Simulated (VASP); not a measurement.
# AgCl (Pm-3m) in VASP: single point with HSE06

Aim: the single point of AgCl with HSE06.

Everything below comes from runs of VASP 6.6.1. Logs are shortened: lines on timing, memory, paths and dates and some standing lists are left out, and cuts for length are marked.

## (1) The cell of the first run

It takes space group Pm-3m (No. 221, cubic). Conventional cell: a = 3.226 Å, b = 3.226 Å, c = 3.226 Å, α = 90.00°, β = 90.00°, γ = 90.00°. Ag (site symmetry m-3m) has 8 Cl at 2.79 Å and 6 Ag at 3.23 Å within 3.7 Å. Cl (site symmetry m-3m) has 8 Ag at 2.79 Å and 6 Cl at 3.23 Å within 3.7 Å.

## (2) Single point, HSE06 (strain -5.0%)

POSCAR

```
AgCl
1.0
    3.2261481986      0.0000000000      0.0000000000
    0.0000000000      3.2261481986      0.0000000000
    0.0000000000      0.0000000000      3.2261481986
Ag Cl
1 1
Direct
    0.0000000000      0.0000000000      0.0000000000
    0.5000000000      0.5000000000      0.5000000000
```

INCAR.step1

```
ALGO = Normal
EDIFF = 1E-5
ENCUT = 520
GGA = PE
ISIF = 2
ISMEAR = 0
LASPH = True
LCHARG = False
LREAL = False
LWAVE = True
NBANDS = 16
NELM = 100
PREC = Accurate
SIGMA = 0.01
```

INCAR.step2

```
ALGO = Normal
EDIFF = 1E-7
ENCUT = 520
GGA = PE
HFSCREEN = 0.2079
ISIF = 2
ISMEAR = 0
ISTART = 1
LASPH = True
LCHARG = False
LHFCALC = True
LREAL = False
LWAVE = False
NBANDS = 16
NELM = 100
PREC = Accurate
PRECFOCK = Normal
SIGMA = 0.01
```

KPOINTS

```
k-points
0
Gamma
  6 6 6
```

Potentials or basis: VASP PAW PBE potentials, release 64 (Ag, Cl).

Command:

```sh
$ cat potpaw_PBE.64/Ag/POTCAR potpaw_PBE.64/Cl/POTCAR > POTCAR
$ cp INCAR.step1 INCAR
$ mpirun -np 1 vasp_std > vasp.out
$ cp INCAR.step2 INCAR
$ mpirun -np 1 vasp_std > vasp.out
```

OUTCAR:

```text
EDIFF = 1E-7
   ENCUT = 520
   GGA = PE
   HFSCREEN = 0.2079
   ISIF = 2
   ISMEAR = 0
   ISTART = 1
   LASPH = True
   LHFCALC = True
   LREAL = False
   NELM = 100
   PREC = Accurate
   PRECFOCK = Normal

 ion  position               nearest neighbor table
   1  0.000  0.000  0.000-   2 2.79   2 2.79   2 2.79   2 2.79   2 2.79   2 2.79   2 2.79   2 2.79

   2  0.500  0.500  0.500-   1 2.79   1 2.79   1 2.79   1 2.79   1 2.79   1 2.79   1 2.79   1 2.79

  LATTYP: Found a simple cubic cell.
 ALAT       =     3.2261481986

  Lattice vectors:

 A1 = (   3.2261481986,   0.0000000000,   0.0000000000)
 A2 = (   0.0000000000,   3.2261481986,   0.0000000000)
 A3 = (   0.0000000000,   0.0000000000,   3.2261481986)

Analysis of symmetry for initial positions (statically):
=====================================================================
 Subroutine PRICEL returns:
 Original cell was already a primitive cell.

 Routine SETGRP: Setting up the symmetry group for a
 simple cubic supercell.

 Subroutine GETGRP returns: Found 48 space group operations
 (whereof 48 operations were pure point group operations)
 out of a pool of 48 trial point group operations.

The static configuration has the point symmetry O_h .

Analysis of symmetry for dynamics (positions and initial velocities):
=====================================================================
 Subroutine PRICEL returns:
 Original cell was already a primitive cell.

 Routine SETGRP: Setting up the symmetry group for a
 simple cubic supercell.

 Subroutine GETGRP returns: Found 48 space group operations
 (whereof 48 operations were pure point group operations)
 out of a pool of 48 trial point group operations.

The dynamic configuration has the point symmetry O_h .

 Subroutine INISYM returns: Found 48 space group operations
 (whereof 48 operations are pure point group operations),
 and found     1 'primitive' translations

----------------------------------------------------------------------------------------

                                     Primitive cell

  volume of cell :      33.5779

  direct lattice vectors                    reciprocal lattice vectors
     3.226148199  0.000000000  0.000000000     0.309967162  0.000000000  0.000000000
     0.000000000  3.226148199  0.000000000     0.000000000  0.309967162  0.000000000
     0.000000000  0.000000000  3.226148199     0.000000000  0.000000000  0.309967162

  length of vectors
     3.226148199  3.226148199  3.226148199     0.309967162  0.309967162  0.309967162

  position of ions in fractional coordinates (direct lattice)
     0.000000000  0.000000000  0.000000000
     0.500000000  0.500000000  0.500000000

  ion indices of the primitive-cell ions
   primitive index   ion index
                 1           1
                 2           2

----------------------------------------------------------------------------------------

 KPOINTS: k-points

Automatic generation of k-mesh.
 Grid dimensions read from file:
 generate k-points for:    6    6    6

 Generating k-lattice:

  Cartesian coordinates                     Fractional coordinates (reciprocal lattice)
     0.051661194  0.000000000  0.000000000     0.166666667  0.000000000  0.000000000
     0.000000000  0.051661194  0.000000000     0.000000000  0.166666667  0.000000000
     0.000000000  0.000000000  0.051661194     0.000000000  0.000000000  0.166666667

  Length of vectors
     0.051661194  0.051661194  0.051661194

  Shift w.r.t. Gamma in fractional coordinates (k-lattice)
     0.000000000  0.000000000  0.000000000

 Subroutine IBZKPT returns following result:
 ===========================================

 Found     20 irreducible k-points:

 Following reciprocal coordinates:
            Coordinates               Weight
  0.000000  0.000000  0.000000      1.000000
  0.166667  0.000000  0.000000      6.000000
  0.333333  0.000000  0.000000      6.000000
  0.500000  0.000000  0.000000      3.000000
  0.166667  0.166667  0.000000     12.000000
  0.333333  0.166667  0.000000     24.000000
[... 12 lines left out ...]
  0.500000  0.500000  0.333333      6.000000
  0.500000  0.500000  0.500000      1.000000
   k-points           NKPTS =     20   k-points in BZ     NKDIM =    216   number of bands    NBANDS=     16
   number of dos      NEDOS =    301   number of ions     NIONS =      2
   total plane-waves  NPLWV =  13824
   dimension x,y,z NGX =    24 NGY =   24 NGZ =   24
   dimension x,y,z NGXF=    48 NGYF=   48 NGZF=   48
   ions per type =               1   1
   NGX,Y,Z   is equivalent  to a cutoff of  12.37, 12.37, 12.37 a.u.
   NGXF,Y,Z  is equivalent  to a cutoff of  24.73, 24.73, 24.73 a.u.
 SYSTEM =  unknown system
   PREC   = accura    normal or accurate (medium, high low for compatibility)
   ISTART =      1    job   : 0-new  1-cont  2-samecut
   ICHARG =      0    charge: 1-file 2-atom 10-const
   ISPIN  =      1    spin polarized calculation?
   LNONCOLLINEAR =      F non collinear calculations
   LSORBIT =      F    spin-orbit coupling
   LASPH  =      T    aspherical Exc in radial PAW
   ENCUT  =  520.0 eV  38.22 Ry    6.18 a.u.   6.00  6.00  6.00*2*pi/ulx,y,z
   NELM   =    100;   NELMIN=  2; NELMDL=  0     # of ELM steps
   EDIFF  = 0.1E-06   stopping-criterion for ELM
   LREAL  =      F    real-space projection
   EDIFFG = 0.1E-05   stopping-criterion for IOM
   NSW    =      0    number of steps for IOM
   IBRION =     -1    ionic relax: 0-MD 1-quasi-New 2-CG
   NFREE  =      0    steps in history (QN), initial steepest desc. (CG)
   ISIF   =      2    stress and relaxation
   ISYM   =      3    0-nonsym 1-usesym 2-fastsym
   POTIM  = 0.5000    time-step for ionic-motion
   TEBEG  =    0.0;   TEEND  =   0.0 temperature during run
   PSTRESS=    0.0 pullay stress
   NELECT =      18.0000    total number of electrons
   NUPDOWN=      -1.0000    fix difference up-down
   EMIN   =  10.00;   EMAX   =-10.00  energy-range for DOS
   EFERMI =   0.00;   METHOD = LEGACY
   ISMEAR =     0;   SIGMA  =   0.01  broadening in eV -4-tet -1-fermi 0-gaus
   EFERMI_NEDOS =   21; number of points for ismear=-14 and -15
   IALGO  =     38    algorithm
   IMIX   =      1    mixing-type and parameters
     AMIX     =   0.40;   BMIX     =  1.00
     AMIX_MAG =   1.60;   BMIX_MAG =  1.00
  volume/ion in A,a.u.               =      16.79       113.30
  Fermi-wavevector in a.u.,A,eV,Ry     =   1.329887  2.513122 24.063250  1.768599
  Thomas-Fermi vector in A             =   2.459015
   LORBIT       =      0    0 simple, 1 ext, 2 COOP (PROOUT), +10 PAW based schemes
   GGA     = PE    functional components
   LHFCALC =     T    Hartree Fock is set to
   PRECFOCK=normal    Normal, Fast or Accurate (Low or Medium for compatibility)
   ENCUT4O =  -1.0   cutoff for four orbital integrals eV
   NKREDX  =     1    reduce k-point grid by
   NKREDY  =     1    reduce k-point grid by
   NKREDZ  =     1    reduce k-point grid by
   AEXX    =    0.2500 exact exchange contribution
   HFSCREEN=    0.2079 screening length (either q_TF or 0.3 A-1)
   HFSCREENC=   0.2079 screening length for correlation (either q_TF or 0.3 A-1)
   ENCUTFOCK=  -1.0 apply spherical cutoff to Coloumb kernel
   IVDW    =     0    specifies the selected vdW correction
   LEPSILON=     F    determine dielectric tensor
   LRPA    =     F    only Hartree local field effects (RPA)
 non-spin polarized calculation
 Gauss-broadening in eV      SIGMA  =   0.01
  energy-cutoff  :      520.00
  volume of cell :       33.58
 maximum number of plane-waves:       922
 NGX is ok and might be reduce to    24
  NGX = 18; NGY = 18; NGZ = 18

 number of electron      17.9999989 magnetization

 Free energy of the ion-electron system (eV)
  ---------------------------------------------------
  ext. energy  EPLUGINS =         0.00000000
  ---------------------------------------------------
  free energy    TOTEN  =        -6.12061141 eV

  energy without entropy =       -6.12061141  energy(sigma->0) =       -6.12061141

 E-fermi :   5.5774     XC(G=0):  -9.3452

 val. band max:        5.5165525930   @ k =   0.5000   0.0000   0.0000
 cond. band min:       7.6570517417   @ k =   0.0000   0.0000   0.0000
 fundamental gap:      2.1404991487
 Fermi energy:         5.5774031410

 k-point     1 :       0.0000    0.0000    0.0000
  band No.  band energies     occupation
      1     -11.6817      2.00000
      2       1.3382      2.00000
      3       1.3382      2.00000
      4       2.7084      2.00000
      5       2.7084      2.00000
      6       2.7084      2.00000
[... 8 lines left out ...]
     15      22.7245      0.00000
     16      24.3090      0.00000

 k-point     2 :       0.1667    0.0000    0.0000
  band No.  band energies     occupation
      1     -11.5011      2.00000
      2       0.8761      2.00000
      3       1.3957      2.00000
      4       2.0516      2.00000
      5       2.0516      2.00000
      6       2.7102      2.00000
[... 8 lines left out ...]
     15      21.7453      0.00000
     16      24.1144      0.00000

 k-point     3 :       0.3333    0.0000    0.0000
  band No.  band energies     occupation
      1     -11.0977      2.00000
      2      -0.7142      2.00000
      3       1.4497      2.00000
      4       1.4497      2.00000
      5       1.5139      2.00000
      6       2.7700      2.00000
[... 8 lines left out ...]
     15      23.0852      0.00000
     16      23.7425      0.00000

 k-point     4 :       0.5000    0.0000    0.0000
  band No.  band energies     occupation
      1     -10.8687      2.00000
      2      -1.4780      2.00000
      3       1.2338      2.00000
      4       1.2338      2.00000
      5       1.5747      2.00000
      6       2.7909      2.00000
[... 8 lines left out ...]
     15      23.5642      0.00000
     16      24.1835      0.00000
[... 248 lines left out ...]
 k-point    18 :       0.5000    0.3333    0.3333
  band No.  band energies     occupation
      1     -10.0760      2.00000
      2      -0.4908      2.00000
      3      -0.3400      2.00000
      4       0.4414      2.00000
      5       2.7187      2.00000
      6       2.9381      2.00000
[... 8 lines left out ...]
     15      22.8601      0.00000
     16      25.2123      0.00000

 k-point    19 :       0.5000    0.5000    0.3333
  band No.  band energies     occupation
      1      -9.9061      2.00000
      2      -0.5835      2.00000
      3      -0.5835      2.00000
      4      -0.1389      2.00000
      5       2.8692      2.00000
      6       3.2870      2.00000
[... 8 lines left out ...]
     15      25.9152      0.00000
     16      25.9152      0.00000

 k-point    20 :       0.5000    0.5000    0.5000
  band No.  band energies     occupation
      1      -9.7162      2.00000
      2      -0.7853      2.00000
      3      -0.7853      2.00000
      4      -0.7853      2.00000
      5       3.2970      2.00000
      6       3.2970      2.00000
[... 8 lines left out ...]
     15      26.9437      0.00000
     16      26.9437      0.00000

------------------------ aborting loop because EDIFF is reached ----------------------------------------

  FORCE on cell =-STRESS in cart. coord.  units (eV):
  Direction    XX          YY          ZZ          XY          YZ          ZX
  --------------------------------------------------------------------------------------
  -------------------------------------------------------------------------------------
  Total        2.8297536      2.8297536      2.8297536      0.0000000      0.0000000      0.0000000
  in kB      135.0225356    135.0225356    135.0225356      0.0000000      0.0000000      0.0000000
  external PRESSURE =     135.0225356 kB  Pullay stress =       0.0000000 kB

 VOLUME and BASIS-vectors are now :
 -----------------------------------------------------------------------------
  energy-cutoff  :      520.00
  volume of cell :       33.58
      direct lattice vectors                 reciprocal lattice vectors
     3.226148199  0.000000000  0.000000000     0.309967162  0.000000000  0.000000000
     0.000000000  3.226148199  0.000000000     0.000000000  0.309967162  0.000000000
     0.000000000  0.000000000  3.226148199     0.000000000  0.000000000  0.309967162

 POSITION                                       TOTAL-FORCE (eV/Angst)
 -----------------------------------------------------------------------------------
      0.00000      0.00000      0.00000         0.000000      0.000000      0.000000
      1.61307      1.61307      1.61307         0.000000      0.000000      0.000000
 -----------------------------------------------------------------------------------
    total drift:                               -0.000000      0.000001     -0.000011

  FREE ENERGIE OF THE ION-ELECTRON SYSTEM (eV)
  ---------------------------------------------------
  free  energy   TOTEN  =        -6.1206114101 eV

  energy  without entropy=       -6.1206114101  energy(sigma->0) =       -6.12061141
```

Wall time 20 min (1 thread of Intel Xeon 6975P-C (Granite Rapids), shared host); peak memory 0.25 GiB.

Results:

```
Free energy            : -6.1206 eV
Pressure               : 13.5 GPa
Band gap on the k mesh : 2.14 eV (least direct gap 4.31 eV)
```

Levels at points of the mesh, in eV from the valence-band top:
| k point | band 5 | band 6 | band 7 | band 8 | band 9 | band 10 | band 11 | band 12 | band 13 | band 14 |
| --- | --- | --- | --- | --- | --- | --- | --- | --- | --- | --- |
| (0.00, 0.00, 0.00) | -2.81 | -2.81 | -2.17 | -2.17 | -2.17 | 2.14 | 10.60 | 10.60 | 17.21 | 17.21 |
| (0.50, 0.00, 0.00) | -3.94 | -2.73 | -2.14 | 0.00 | 0.00 | 6.42 | 8.31 | 10.08 | 11.56 | 11.56 |
| (0.50, 0.50, 0.00) | -3.26 | -3.26 | -3.10 | -2.26 | -1.25 | 4.01 | 11.47 | 11.47 | 12.28 | 15.78 |
| (0.50, 0.50, 0.50) | -2.22 | -2.22 | -0.30 | -0.30 | -0.30 | 5.43 | 5.43 | 5.43 | 9.79 | 21.43 |

Caveat: the cell differs from its parent crystal (strain -5.0%); the cell stands under pressure; the PAW data sets were made with another functional, which shifts forces and pressure a little. A k mesh can miss the band edges.
